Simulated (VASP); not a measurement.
Write the native input for VASP 6.6.1 that does the following.

* Task: single point
* Functional: LDA
* Potentials or basis: VASP PAW LDA potentials, release 64 (Te)
* Cutoff: 520 eV
* k mesh: 15 × 15 × 15
* Occupations: fermi-dirac, width 0.1 eV
* Spin: no spin polarisation
* Dipole correction: no
* Further INCAR settings: ALGO = Normal; EDIFF = 1e-06; NBANDS = 9

The structure of Te lies in POSCAR:

```
Te
1.0
   -1.5876786629      1.5876786629      1.5876786629
    1.5876786629     -1.5876786629      1.5876786629
    1.5876786629      1.5876786629     -1.5876786629
Te
1
Direct
    0.0000000000      0.0000000000      0.0000000000
```

This cell differs from its parent crystal: volume scaled by 0.6.

One way to write it, as run:

INCAR

```
SYSTEM = Te
ALGO     = Normal         ! electronic algorithm
EDIFF    = 1E-6           ! SCF threshold, eV
ENCUT    = 520            ! plane-wave cutoff, eV
GGA      = CA             ! functional
ISIF     = 2              ! what is computed and relaxed
ISMEAR   = -1             ! smearing method
LASPH    = .TRUE.         ! aspherical terms in the spheres
LCHARG   = .FALSE.        ! write CHGCAR
LREAL    = .FALSE.        ! projectors in reciprocal space
LWAVE    = .FALSE.        ! write WAVECAR
NBANDS   = 9              ! bands
NELM     = 60             ! most SCF steps
PREC     = Accurate       ! precision mode
SIGMA    = 0.1            ! smearing width, eV
```

KPOINTS

```
k-points
0
G
  15 15 15
  0 0 0
```

Potentials or basis: VASP PAW LDA potentials, release 64 (Te).

Launch:

```bash
$ cat potpaw_LDA.64/Te/POTCAR > POTCAR
$ mpirun -np 1 vasp_std > vasp.out
```

It gave:

The pressure is 113.4 GPa. The band gap on the k mesh is zero (band 3 reaches 25.65 eV, above the bottom of band 4 at 12.55 eV).

Caveat: spin-orbit coupling is left out, which moves the levels of the heavy elements.

Wall time 8.5 s on 1 thread of Intel Xeon 6975P-C, on a shared host, peak memory 0.13 GiB.
